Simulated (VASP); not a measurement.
# MgO (Pm) in VASP: further runs, part 2 of 2

VASP 6.6.1.

## (3) Single point, LDA (all Mg atoms moved +0.062 Å, as atom 1 along Cartesian [1 1 0])

Input file INCAR:

```
  PREC = Accurate
  ENCUT = 840
  EDIFF = 1E-6
  ISMEAR = 0
  SIGMA = 0.05
  LREAL = False
  LASPH = True
  NELM = 120
  ALGO = Normal
  ISIF = 2
  LWAVE = False
  LCHARG = True
  LELF = True
  LVHAR = True
  NBANDS = 24
  GGA_COMPAT = False
```

Input file KPOINTS:

```
Automatic mesh
0
Gamma
  6 6 6
```

Input file POSCAR:

```
MgO
1.0
    3.4863778627      0.0000000000      0.0000000000
   -1.7431889314      3.0192917963      0.0000000000
    0.0000000000      0.0000000000      4.1780412200
Mg O
2 2
Direct
    0.6866615424      0.3479705982      0.7500000000
    0.3533282090      0.6813039316      0.2500000000
    0.6666666667      0.3333333333      0.2500000000
    0.3333333333      0.6666666667      0.7500000000
```

Potentials or basis: VASP PAW LDA potentials, release 64 (Mg_sv, O).

Run with:

```bash
cat potpaw_LDA.64/Mg_sv/POTCAR potpaw_LDA.64/O/POTCAR > POTCAR
mpirun -np 1 vasp_std > vasp.out
```

OUTCAR:

```text
PREC = Accurate
   ENCUT = 840
   EDIFF = 1E-6
   ISMEAR = 0
   LREAL = False
   LASPH = True
   NELM = 120
   ISIF = 2

 ion  position               nearest neighbor table
   1  0.687  0.348  0.750-   4 1.95   4 2.03   4 2.06   3 2.09   3 2.09
   2  0.353  0.681  0.250-   3 1.97   3 2.00   3 2.07   4 2.09   4 2.09
   3  0.667  0.333  0.250-   2 1.97   2 2.00   2 2.07   1 2.09   1 2.09
   4  0.333  0.667  0.750-   1 1.95   1 2.03   1 2.06   2 2.09   2 2.09

  LATTYP: Found a hexagonal cell.
 ALAT       =     3.4863778627
 C/A-ratio  =     1.1983902447

  Lattice vectors:

 A1 = (   3.4863778627,   0.0000000000,   0.0000000000)
 A2 = (  -1.7431889314,   3.0192917963,   0.0000000000)
 A3 = (   0.0000000000,   0.0000000000,   4.1780412200)

Analysis of symmetry for initial positions (statically):
=====================================================================
 Subroutine PRICEL returns:
 Original cell was already a primitive cell.

 Routine SETGRP: Setting up the symmetry group for a
 hexagonal supercell.

 Subroutine GETGRP returns: Found  2 space group operations
 (whereof  1 operations were pure point group operations)
 out of a pool of 24 trial point group operations.

The static configuration has the point symmetry C_1 .
 The point group associated with its full space group is C_1h.

Analysis of symmetry for dynamics (positions and initial velocities):
=====================================================================
 Subroutine PRICEL returns:
 Original cell was already a primitive cell.

 Routine SETGRP: Setting up the symmetry group for a
 hexagonal supercell.

 Subroutine GETGRP returns: Found  2 space group operations
 (whereof  1 operations were pure point group operations)
[... 121 lines left out ...]
   EFERMI =   0.00;   METHOD = LEGACY
   ISMEAR =     0;   SIGMA  =   0.05  broadening in eV -4-tet -1-fermi 0-gaus
   EFERMI_NEDOS =   21; number of points for ismear=-14 and -15
   IALGO  =     38    algorithm
   IMIX   =      4    mixing-type and parameters
     AMIX     =   0.40;   BMIX     =  1.00
     AMIX_MAG =   1.60;   BMIX_MAG =  1.00
  volume/ion in A,a.u.               =      10.99        74.20
  Fermi-wavevector in a.u.,A,eV,Ry     =   1.472451  2.782528 29.498938  2.168111
  Thomas-Fermi vector in A             =   2.587464
   LORBIT       =      0    0 simple, 1 ext, 2 COOP (PROOUT), +10 PAW based schemes
   GGA     = CA    functional components
   LHFCALC =     F    Hartree Fock is set to
   AEXX    =    0.0000 exact exchange contribution
   IVDW    =     0    specifies the selected vdW correction
   LEPSILON=     F    determine dielectric tensor
   LRPA    =     F    only Hartree local field effects (RPA)
 non-spin polarized calculation
 Gauss-broadening in eV      SIGMA  =   0.05
  energy-cutoff  :      840.00
  volume of cell :       43.98
 maximum number of plane-waves:      2468
 NGX is ok and might be reduce to    36
   NGX = 17   NGY = 17   NGZ = 19

 number of electron      31.9999995 magnetization

 Free energy of the ion-electron system (eV)
  ---------------------------------------------------
  ext. energy  EPLUGINS =         0.00000000
  ---------------------------------------------------
  free energy    TOTEN  =       -26.10711385 eV

  energy without entropy =      -26.10711385  energy(sigma->0) =      -26.10711385

 E-fermi :   1.7980     XC(G=0): -10.8894

 val. band max:        1.4201427778   @ k =   0.0000   0.0000   0.0000
 cond. band min:       4.7581732592   @ k =   0.0000   0.0000   0.0000
 fundamental gap:      3.3380304814
 Fermi energy:         1.7979709606

 k-point     1 :       0.0000    0.0000    0.0000
  band No.  band energies     occupation
      1     -69.8727      2.00000
      2     -69.8586      2.00000
      3     -37.4030      2.00000
      4     -37.3844      2.00000
      5     -37.3835      2.00000
      6     -37.3515      2.00000
[... 637 lines left out ...]
     23      15.7524      0.00000
     24      16.4989      0.00000

 [... further k-points ...]

------------------------ aborting loop because EDIFF is reached ----------------------------------------

  FORCE on cell =-STRESS in cart. coord.  units (eV):
  Direction    XX          YY          ZZ          XY          YZ          ZX
  --------------------------------------------------------------------------------------
  -------------------------------------------------------------------------------------
  Total       -0.8043536     -0.8034977     -1.0302111      0.0586459      0.0000000      0.0000000
  in kB      -29.3025460    -29.2713641    -37.5305172      2.1364649      0.0000000      0.0000000
  external PRESSURE =     -32.0348091 kB  Pullay stress =       0.0000000 kB

 VOLUME and BASIS-vectors are now :
 -----------------------------------------------------------------------------
  energy-cutoff  :      840.00
  volume of cell :       43.98
      direct lattice vectors                 reciprocal lattice vectors
     3.486377863  0.000000000  0.000000000     0.286830642  0.165601748  0.000000000
    -1.743188931  3.019291796  0.000000000     0.000000000  0.331203497  0.000000000
     0.000000000  0.000000000  4.178041220     0.000000000  0.000000000  0.239346609

 POSITION                                       TOTAL-FORCE (eV/Angst)
 -----------------------------------------------------------------------------------
      1.78738      1.05062      3.13353        -0.438923     -0.381634      0.000000
      0.04419      2.05706      1.04451        -0.324873     -0.381422      0.000000
      1.74319      1.00643      1.04451         0.323830      0.381420      0.000000
     -0.00000      2.01286      3.13353         0.439966      0.381636      0.000000
 -----------------------------------------------------------------------------------
    total drift:                               -0.000812      0.000598     -0.000000

  FREE ENERGIE OF THE ION-ELECTRON SYSTEM (eV)
  ---------------------------------------------------
  free  energy   TOTEN  =       -26.1071138510 eV

  energy  without entropy=      -26.1071138510  energy(sigma->0) =      -26.10711385
```

OSZICAR:

```text
N       E                     dE             d eps       ncg     rms          rms(c)
DAV:   1     0.424091798588E+03    0.42409E+03   -0.26641E+04  3888   0.215E+03
DAV:   2     0.720482083345E+01   -0.41689E+03   -0.40148E+03  4408   0.586E+02
DAV:   3    -0.269500485449E+02   -0.34155E+02   -0.33481E+02  6376   0.132E+02
DAV:   4    -0.300719978953E+02   -0.31219E+01   -0.31142E+01  4168   0.371E+01
DAV:   5    -0.302094534817E+02   -0.13746E+00   -0.13745E+00  4376   0.570E+00    0.128E+01
DAV:   6    -0.262863242119E+02    0.39231E+01   -0.10003E+01  4224   0.207E+01    0.430E+00
DAV:   7    -0.261839438627E+02    0.10238E+00   -0.43239E-01  4528   0.483E+00    0.245E+00
DAV:   8    -0.261098607081E+02    0.74083E-01   -0.13355E-01  4416   0.297E+00    0.453E-01
DAV:   9    -0.261068923834E+02    0.29683E-02   -0.11042E-02  5072   0.737E-01    0.123E-01
DAV:  10    -0.261071271721E+02   -0.23479E-03   -0.81307E-04  4760   0.190E-01    0.283E-02
DAV:  11    -0.261071173544E+02    0.98177E-05   -0.26528E-05  4736   0.423E-02    0.182E-02
DAV:  12    -0.261071138551E+02    0.34993E-05   -0.92406E-06  3776   0.316E-02    0.244E-03
DAV:  13    -0.261071138510E+02    0.40764E-08   -0.63994E-07  2600   0.700E-03
   1 F= -.26107114E+02 E0= -.26107114E+02  d E =-.207495E-28
```

stdout:

```text
POSCAR found type information on POSCAR MgO
 POSCAR found :  2 types and       4 ions
 scaLAPACK will be used
 LDA part: xc-table for (Slater(with rela. corr.)+CA(PZ))
 , standard interpolation
 POSCAR, INCAR and KPOINTS ok, starting setup
 FFT: planning ... GRIDC
 FFT: planning ... GRID_SOFT
 FFT: planning ... GRID
 WAVECAR not read
 entering main loop
```

It took 67 s on 1 thread of Intel Xeon 6975P-C (Granite Rapids), shared host; peak memory 0.26 GiB.

Results:

* Free energy: -26.1071 eV
* Pressure: -3.2 GPa
* Largest force: 0.582 eV/Å
* Band gap on the k mesh: 3.34 eV

Forces on the atoms (eV/Å):
```
Mg  -0.439 -0.382  0.000
Mg  -0.325 -0.381  0.000
O    0.324  0.381  0.000
O    0.440  0.382  0.000
```

Caveat: the cell differs from its parent crystal (all Mg atoms moved +0.062 Å, as atom 1 along Cartesian [1 1 0]); the cell stands under tension.

## (4) Single point, LDA (all Mg atoms moved +0.013 Å, as atom 1 along Cartesian [1 1 0])

Input file INCAR:

```
PREC = Accurate
ENCUT = 840
EDIFF = 1E-6
ISMEAR = 0
SIGMA = 0.05
LREAL = F
LASPH = T
NELM = 120
ALGO = Normal
ISIF = 2
LWAVE = F
LCHARG = F
GGA = CA
NBANDS = 24
GGA_COMPAT = F
```

Input file KPOINTS:

```
regular mesh
0
Gamma
  6 6 6
```

POSCAR: that of step 3 with these lines changed.

```diff
@@ -8,4 +8,4 @@
 Direct
-    0.6866615424      0.3479705982      0.7500000000
-    0.3533282090      0.6813039316      0.2500000000
+    0.6706656418      0.3362607863      0.7500000000
+    0.3373323085      0.6695941196      0.2500000000
     0.6666666667      0.3333333333      0.2500000000
```

Run with:

```bash
cat potpaw_LDA.64/Mg_sv/POTCAR potpaw_LDA.64/O/POTCAR > POTCAR
mpirun -np 1 vasp_std > vasp.out
```

It took 2.6 min on 1 thread of Intel Xeon 6975P-C (Granite Rapids), shared host; peak memory 0.27 GiB.

It converged, with:

```
Free energy            : -26.1393 eV
Pressure               : -3.5 GPa
Largest force          : 0.109 eV/Å
Band gap on the k mesh : 3.34 eV
```

Forces in eV/Å, atoms in the order of the input:
```
Mg  -0.078 -0.076  0.000
Mg  -0.074 -0.076  0.000
O    0.074  0.076  0.000
O    0.078  0.076  0.000
```

Stress tensor (GPa, compression positive):
```
-3.44  0.01  0.00
 0.01 -3.44  0.00
 0.00  0.00 -3.68
```

Levels at points of the mesh, in eV from the valence-band top:
| k point | band 14 | band 15 | band 16 | band 17 | band 18 | band 19 |
| --- | --- | --- | --- | --- | --- | --- |
| (0.00, 0.00, 0.00) | -0.81 | -0.81 | 0.00 | 3.34 | 9.26 | 12.07 |
| (0.50, 0.00, 0.00) | -1.99 | -1.32 | -0.52 | 6.82 | 8.93 | 9.67 |
| (0.00, 0.50, 0.00) | -1.99 | -1.32 | -0.52 | 6.82 | 8.93 | 9.67 |
| (0.50, 0.50, 0.00) | -1.99 | -1.32 | -0.52 | 6.82 | 8.93 | 9.67 |
| (0.00, 0.00, 0.50) | -1.31 | -1.29 | -1.29 | 6.34 | 6.34 | 12.62 |
| (0.50, 0.00, 0.50) | -1.54 | -0.84 | -0.83 | 7.15 | 7.16 | 11.77 |
| (0.00, 0.50, 0.50) | -1.55 | -0.84 | -0.83 | 7.15 | 7.16 | 11.77 |
| (0.50, 0.50, 0.50) | -1.55 | -0.83 | -0.83 | 7.15 | 7.15 | 11.78 |

Caveat: the cell differs from its parent crystal (all Mg atoms moved +0.013 Å, as atom 1 along Cartesian [1 1 0]); the cell stands under tension.

## (5) Overview

| cell | gap on the mesh (eV) | pressure (GPa) | largest force (eV/Å) |
| --- | --- | --- | --- |
| as given, atomic positions A | 3.34 | -3.3 | 0.46 |
| as given, atomic positions B | 3.34 | -3.2 | 0.58 |
| as given, atomic positions C | 3.34 | -3.5 | 0.11 |

Alike in all rows: task single point; level LDA; potentials or basis VASP PAW LDA potentials, release 64 (Mg_sv, O); no spin polarisation; k mesh 6 × 6 × 6; cutoff (eV) 840; smearing gaussian 0.05 eV.

Caveats: the cell stands under tension.

Absolute energies hang on the potentials; compare differences alone.
